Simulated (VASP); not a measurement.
# HfN (P6_3/mmc) in VASP: notebook, part 2 of 2

VASP 6.6.1.

### Step 4. Single point, PBEsol, non-collinear spin, zero start, spin-orbit coupling

This run uses another cell than the first one, of 11.52 Å³/atom.

File INCAR:

```
SYSTEM = HfN
PREC = Accurate
ENCUT = 520
EDIFF = 1E-6
ISMEAR = -1
SIGMA = 0.05
LREAL = .FALSE.
LASPH = .TRUE.
NELM = 150
ALGO = Normal
ISIF = 2
LWAVE = .FALSE.
LCHARG = .FALSE.
MAGMOM = 0 0 0 0 0 0 0 0 0 0 0 0
LORBIT = 11
LSORBIT = .TRUE.
GGA_COMPAT = .FALSE.
LORBMOM = .TRUE.
LMAXMIX = 4
GGA = PS
NBANDS = 44
```

File KPOINTS:

```
Automatic mesh
0
G
  10 10 5
  0 0 0
```

File POSCAR:

```
HfN
1.0
    3.1339080219      0.0000000000      0.0000000000
   -1.5669540110      2.7140439601      0.0000000000
    0.0000000000      0.0000000000      5.4167677200
Hf N
2 2
Direct
    0.3333333333      0.6666666667      0.2500000000
    0.6666666667      0.3333333333      0.7500000000
    0.0000000000      0.0000000000      0.5000000000
    0.0000000000      0.0000000000      0.0000000000
```

Potentials or basis: VASP PAW PBE potentials, release 64 (Hf_pv, N).

The run is started by

```bash
> cat potpaw_PBE.64/Hf_pv/POTCAR potpaw_PBE.64/N/POTCAR > POTCAR
> mpirun -np 1 vasp_ncl > vasp.out
```

OUTCAR:

```text
SYSTEM = HfN
   PREC = Accurate
   ENCUT = 520
   EDIFF = 1E-6
   ISMEAR = -1
   LREAL = .FALSE.
   LASPH = .TRUE.
   NELM = 150
   ISIF = 2
   LORBIT = 11
   LSORBIT = .TRUE.
   GGA = PS

 ion  position               nearest neighbor table
   1  0.333  0.667  0.250-   3 2.26   4 2.26   3 2.26   4 2.26   3 2.26   4 2.26   2 3.26   2 3.26
                             2 3.26   2 3.26   2 3.26   2 3.26
   2  0.667  0.333  0.750-   3 2.26   4 2.26   3 2.26   4 2.26   3 2.26   4 2.26   1 3.26   1 3.26
                             1 3.26   1 3.26   1 3.26   1 3.26
   3  0.000  0.000  0.500-   1 2.26   2 2.26   2 2.26   1 2.26   2 2.26   1 2.26
   4  0.000  0.000  0.000-   1 2.26   2 2.26   2 2.26   1 2.26   2 2.26   1 2.26

  LATTYP: Found a hexagonal cell.
 ALAT       =     3.1339080219
 C/A-ratio  =     1.7284386402

  Lattice vectors:

 A1 = (   3.1339080219,   0.0000000000,   0.0000000000)
 A2 = (  -1.5669540110,   2.7140439601,   0.0000000000)
 A3 = (   0.0000000000,   0.0000000000,   5.4167677200)

Analysis of symmetry for initial positions (statically):
=====================================================================
 Subroutine PRICEL returns:
 Original cell was already a primitive cell.

 Routine SETGRP: Setting up the symmetry group for a
 hexagonal supercell.

 Subroutine GETGRP returns: Found 24 space group operations
 (whereof 12 operations were pure point group operations)
 out of a pool of 24 trial point group operations.

The static configuration has the point symmetry D_3d.
 The point group associated with its full space group is D_6h.

Analysis of symmetry for dynamics (positions and initial velocities):
=====================================================================
 Subroutine PRICEL returns:
 Original cell was already a primitive cell.

 Routine SETGRP: Setting up the symmetry group for a
 hexagonal supercell.

 Subroutine GETGRP returns: Found 24 space group operations
 (whereof 12 operations were pure point group operations)
 out of a pool of 24 trial point group operations.

The dynamic configuration has the point symmetry D_3d.
 The point group associated with its full space group is D_6h.

Analysis of structural, dynamic, and magnetic symmetry:
[... 1311 lines left out ...]
  3         0.000   0.000   0.000
  4        -0.000   0.000  -0.000
 ----------------------------------------
            0.000   0.000   0.000

 orbital moment (z)

 # of ion     p       d       tot
 ----------------------------------------
  1         0.000   0.000   0.000
  2         0.000   0.000   0.000
  3         0.000   0.000   0.000
  4         0.000   0.000   0.000
 ----------------------------------------
            0.000   0.000   0.000

 Spin-Orbit-Coupling matrix elements

 Ion:    1  E_soc:     -1.3019000
 l=   1
     0.0000000    -0.2095616    -0.2105734
    -0.2095616     0.0000000    -0.2095616
    -0.2105734    -0.2095616     0.0000000
 l=   2
     0.0000000    -0.0012797     0.0000000    -0.0012797    -0.0080152
    -0.0012797     0.0000000    -0.0036126    -0.0008941    -0.0012797
     0.0000000    -0.0036126     0.0000000    -0.0036126     0.0000000
    -0.0012797    -0.0008941    -0.0036126     0.0000000    -0.0012797
    -0.0080152    -0.0012797     0.0000000    -0.0012797     0.0000000
 l=   3
     0.0000000     0.0000000     0.0000000     0.0000000     0.0000000     0.0000000     0.0000000
     0.0000000     0.0000000     0.0000000     0.0000000     0.0000000     0.0000000     0.0000000
     0.0000000     0.0000000     0.0000000     0.0000000     0.0000000     0.0000000     0.0000000
     0.0000000     0.0000000     0.0000000     0.0000000     0.0000000     0.0000000     0.0000000
[... 49 lines left out ...]
 l=   2
     0.0000000     0.0000000     0.0000000     0.0000000     0.0000000
     0.0000000     0.0000000     0.0000000     0.0000000     0.0000000
     0.0000000     0.0000000     0.0000000     0.0000000     0.0000000
     0.0000000     0.0000000     0.0000000     0.0000000     0.0000000
     0.0000000     0.0000000     0.0000000     0.0000000     0.0000000
 l=   3
     0.0000000     0.0000000     0.0000000     0.0000000     0.0000000     0.0000000     0.0000000
     0.0000000     0.0000000     0.0000000     0.0000000     0.0000000     0.0000000     0.0000000
     0.0000000     0.0000000     0.0000000     0.0000000     0.0000000     0.0000000     0.0000000
     0.0000000     0.0000000     0.0000000     0.0000000     0.0000000     0.0000000     0.0000000
     0.0000000     0.0000000     0.0000000     0.0000000     0.0000000     0.0000000     0.0000000
     0.0000000     0.0000000     0.0000000     0.0000000     0.0000000     0.0000000     0.0000000
     0.0000000     0.0000000     0.0000000     0.0000000     0.0000000     0.0000000     0.0000000

 total charge

# of ion       s       p       d       tot
------------------------------------------
    1        0.298   6.642   1.768   8.708
    2        0.298   6.642   1.768   8.708
    3        1.226   2.501   0.000   3.726
    4        1.226   2.501   0.000   3.726
--------------------------------------------------
tot          3.046  18.286   3.536  24.868

 magnetization (x)

# of ion       s       p       d       tot
------------------------------------------
    1        0.000   0.000  -0.000  -0.000
    2        0.000   0.000  -0.000  -0.000
    3       -0.000  -0.000   0.000  -0.000
    4        0.000   0.000   0.000   0.000
--------------------------------------------------
tot         -0.000   0.000  -0.000  -0.000

 magnetization (y)

# of ion       s       p       d       tot
------------------------------------------
    1        0.000   0.000   0.000   0.000
    2        0.000  -0.000   0.000   0.000
    3        0.000   0.000   0.000   0.000
    4       -0.000  -0.000   0.000  -0.000
--------------------------------------------------
tot         -0.000  -0.000   0.000   0.000

 magnetization (z)

# of ion       s       p       d       tot
------------------------------------------
    1        0.000   0.000   0.000   0.000
    2        0.000   0.000   0.000   0.000
    3       -0.000   0.000   0.000  -0.000
    4       -0.000   0.000   0.000  -0.000
--------------------------------------------------
tot         -0.000   0.000   0.000  -0.000
```

Run time: 73 s. Hardware: 1 thread of Intel Xeon 6975P-C (Granite Rapids), shared host; peak memory 0.32 GiB.

Results:

```yaml
Free_energy: -47.1675 eV
Pressure: -4.5 GPa
Net_moment: 0.00 μB per cell
Valence_electrons_inside_the_program's_atomic_spheres: Hf 8.71; N 3.73
```

Moments on the atoms (μB; x, y, z):
```
Hf  0.00 0.00 0.00
Hf  0.00 0.00 0.00
N   0.00 0.00 0.00
N   0.00 0.00 0.00
```

Caveat: the cell stands under tension; the PAW data sets were made with another functional, which shifts forces and pressure a little.

### Step 5. Single point, LDA

This run uses another cell than the first one, of 11.52 Å³/atom.

File INCAR:

```
ALGO = Normal
EDIFF = 1E-6
ENCUT = 600
GGA = CA
GGA_COMPAT = F
ISIF = 2
ISMEAR = -1
LASPH = T
LCHARG = F
LREAL = F
LWAVE = F
NBANDS = 23
NELM = 120
PREC = Accurate
SIGMA = 0.05
```

File KPOINTS:

```
k-points
0
Gamma
  10 10 5
```

POSCAR is that of step 4.

Potentials or basis: VASP PAW LDA potentials, release 64 (Hf_pv, N).

The run is started by

```bash
> cat potpaw_LDA.64/Hf_pv/POTCAR potpaw_LDA.64/N/POTCAR > POTCAR
> mpirun -np 1 vasp_std > vasp.out
```

Run time: 70 s. Hardware: 1 thread of Intel Xeon 8259CL, shared host; peak memory 0.19 GiB.

It converged, with:

```
Free energy            : -47.5514 eV
Pressure               : -10.1 GPa
Band gap on the k mesh : zero (bands 15 and 16 overlap by 1.70 eV)
```

Stress tensor (GPa, compression positive):
```
 -9.93   0.00   0.00
  0.00  -9.93   0.00
  0.00   0.00 -10.59
```

Levels at points of the mesh, in eV from the Fermi level:
| k point | band 11 | band 12 | band 13 | band 14 | band 15 | band 16 | band 17 | band 18 | band 19 | band 20 |
| --- | --- | --- | --- | --- | --- | --- | --- | --- | --- | --- |
| (0.00, 0.00, 0.00) | -4.77 | -3.63 | -3.63 | -1.74 | -0.72 | 0.62 | 0.62 | 1.14 | 1.73 | 1.73 |
| (0.50, 0.00, 0.00) | -5.78 | -5.53 | -3.27 | -2.84 | -2.45 | 2.40 | 2.71 | 4.34 | 4.53 | 5.41 |

Caveat: the cell stands under tension; spin-orbit coupling is left out, which moves the levels of the heavy elements.

### Step 6. The runs side by side

| level | potentials or basis | spin | cell | cutoff (eV) | gap on the mesh (eV) | pressure (GPa) |
| --- | --- | --- | --- | --- | --- | --- |
| r2SCAN | VASP PAW PBE potentials, release 64 (Hf_pv, N) | off | a = 3.175, b = 3.175, c = 5.488 Å, angles 90.0, 90.0, 120.0°, 4 atoms | 520 | none | -10.5 |
| r2SCAN | VASP PAW PBE potentials, release 64 (Hf_pv, N) | off | a = 3.195, b = 3.195, c = 5.523 Å, angles 90.0, 90.0, 120.0°, 4 atoms | 520 | none | -14.9 |
| PBEsol | VASP PAW PBE potentials, release 64 (Hf_pv, N) | non-collinear, zero start, SOC | a = 3.134, b = 3.134, c = 5.417 Å, angles 90.0, 90.0, 120.0°, 4 atoms | 520 | - | -4.5 |
| LDA | VASP PAW LDA potentials, release 64 (Hf_pv, N) | off | a = 3.134, b = 3.134, c = 5.417 Å, angles 90.0, 90.0, 120.0°, 4 atoms | 600 | none | -10.1 |

Alike in all rows: task single point; k mesh 10 × 10 × 5; smearing fermi-dirac 0.05 eV.

Caveats: the cell stands under tension; the PAW data sets were made with another functional, which shifts forces and pressure a little (at least some runs); spin-orbit coupling is left out, which moves the levels of the heavy elements (at least some runs).

Total energies depend on the potentials used, so only differences within one code and one set of settings carry meaning.
